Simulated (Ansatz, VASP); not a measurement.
**Two plane-wave programs on Pb**

```xyz
2
Lattice="0.0000 3.4843 3.4843 3.4843 0.0000 3.4843 3.4843 3.4843 0.0000" Properties=species:S:1:pos:R:3 pbc="T T T"
Pb    1.7421    1.7421    1.7421
Pb    0.0000    0.0000    0.0000
```

Alike in both runs: task single point; functional PBE; k mesh 7 × 7 × 7; occupations fermi-dirac, width 0.05 eV; no spin polarisation.

|  | VASP | Ansatz |
| --- | --- | --- |
| version | VASP 6.6.1 | Ansatz 0.2.0 |
| potentials or method | VASP PAW PBE potentials, release 64 (Pb_d) | Ansatz PAW |
| plane-wave cutoff (eV) | 520 | 420 |
| valence electrons in the cell | 28 | 28 |

|  | VASP | Ansatz | Ansatz less VASP |
| --- | --- | --- | --- |
| gap on the k mesh at the Fermi level (eV) | none | none | - |
| pressure (GPa) | 1.0 | 1.1 | +0.04 |

A gap of «none» marks a metal or a gap that the smearing closes. With one functional, cell and mesh, what is left measures potentials, basis and numerics.

Neither program's run includes spin-orbit coupling.
